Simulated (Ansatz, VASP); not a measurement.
# Two plane-wave programs on CoSn2

File INCAR:

```
SYSTEM = CoSn2
PREC = Accurate ; ENCUT = 600
EDIFF = 1E-6 ; ISMEAR = 0
SIGMA = 0.1 ; LREAL = .FALSE.
LASPH = .TRUE. ; NELM = 100
ALGO = Fast ; ISIF = 3
LWAVE = .FALSE. ; LCHARG = .FALSE.
GGA = PS ; IBRION = 2
NSW = 80 ; EDIFFG = -0.01
```

KPOINTS

```
regular mesh
0
G
  2 2 2
  0 0 0
```

POSCAR

```
CoSn2
1.0
   -3.1825000000      3.1825000000      2.7285000000
    3.1825000000     -3.1825000000      2.7285000000
    3.1825000000      3.1825000000     -2.7285000000
Co Sn
2 4
Direct
    0.2500000000      0.2500000000      0.0000000000
    0.7500000000      0.7500000000      0.0000000000
    0.6580000000      0.1580000000      0.8160000000
    0.1580000000      0.3420000000      0.5000000000
    0.3420000000      0.8420000000      0.1840000000
    0.8420000000      0.6580000000      0.5000000000
```

Input for Ansatz:

```yaml
crystal:
  lattice:
    - [-3.1825, 3.1825, 2.7285]
    - [3.1825, -3.1825, 2.7285]
    - [3.1825, 3.1825, -2.7285]
  atoms:
    - { symbol: Co, position: [0.25, 0.25, 0.0] }
    - { symbol: Co, position: [0.75, 0.75, 0.0] }
    - { symbol: Sn, position: [0.658, 0.158, 0.816] }
    - { symbol: Sn, position: [0.158, 0.342, 0.5] }
    - { symbol: Sn, position: [0.342, 0.842, 0.184] }
    - { symbol: Sn, position: [0.842, 0.658, 0.5] }
basis:
  ecutwfc: 420
kpoints:
  mp_grid: { grid: [2, 2, 2] }
hamiltonian:
  xc: pbesol
scf:
  occupations: { method: gaussian, width: 0.1 }
output:
  forces: true
  stress: true
  eigenvalues: true
relax:
  adjacent_minimum: "off"
  f_tol: 0.01
  max_steps: 60
  cell: { stress_tol: 0.05 }
```

Alike in both runs: task relaxation of cell and atoms; functional PBEsol; k mesh 2 × 2 × 2; occupations gaussian, width 0.1 eV; no spin polarisation.

|  | VASP | Ansatz |
| --- | --- | --- |
| version | VASP 6.6.1 | Ansatz 0.2.0 |
| potentials or method | VASP PAW PBE potentials, release 64 (Co, Sn_d), cutoff 600 eV | scalar-relativistic, plane waves, PAW |
| valence electrons in the cell | 74 | 90 |

|  | VASP | Ansatz | Ansatz less VASP |
| --- | --- | --- | --- |
| gap on the k mesh at the Fermi level, each at its own relaxed structure (eV) | none | none | - |
| relaxed volume (Å³/atom) | 17.66 | 17.66 | -0.006 |
| relaxed cell length with the largest relative difference (Å) | 5.201 | 5.200 | -0.0007 |

VASP's potentials were made for PBE, not for PBEsol. A gap of «none» marks a metal or a gap that the smearing closes. VASP's potentials hold 74 valence electrons a cell and Ansatz's 90, so a difference there can come from the potentials and not from the codes.

The k mesh is coarse, so the values compare programs but aren't converged.
